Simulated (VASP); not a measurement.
Runs of VASP 6.6.1 on SbTe2O. The structure is that of space group P6/mmm (No. 191), or close to it. The cells are those of the table. The cell was built from a structure type or drawn by symmetry, and may not be a known phase.

```csv
task,cell,k mesh,cutoff (eV),gap on the mesh (eV),pressure (GPa),relaxed volume (Å³/atom)
relaxation of cell and atoms,"relaxed from a = 4.769, b = 4.769, c = 5.478 Å, angles 90.0, 90.0, 120.0°, 4 atoms",6 × 6 × 4,600,none,0.0,(a)
relaxation of cell and atoms,"relaxed from a = 5.601, b = 5.601, c = 4.037 Å, angles 90.0, 90.0, 120.0°, 4 atoms",12 × 12 × 12,600,none,0.0,27.32
single point,"a = 5.601, b = 5.601, c = 4.037 Å, angles 90.0, 90.0, 120.0°, 4 atoms",6 × 6 × 4,520,none,0.0,-
single point,"a = 5.595, b = 5.595, c = 4.042 Å, angles 90.0, 90.0, 120.0°, 4 atoms",12 × 12 × 12,520,none,-0.1,-
single point,"a = 4.769, b = 4.769, c = 5.478 Å, angles 90.0, 90.0, 120.0°, 4 atoms",6 × 6 × 4,520,none,20.0,-
```

Alike in all rows: level PBE; potentials or basis VASP PAW PBE potentials, release 64 (Sb, Te, O); no spin polarisation; smearing gaussian 0.1 eV.

Problem. Estimate the missing entries.

Solution. (a) 27.30.

Caveats: some runs use coarse meshes; spin-orbit coupling is left out, which moves the levels of the heavy elements; an odd number of electrons without spin polarisation forces a metal; a magnetic or distorted state may lie lower; a cell axis changed by over 15 % at a fixed basis, so the end point is rough (at least some runs); the cell stands under pressure (at least some runs).

A k mesh can miss the band edges, and the runs leave out spin-orbit coupling on Sb, Te.

A gap of «none» marks levels without a gap at the run's occupations.
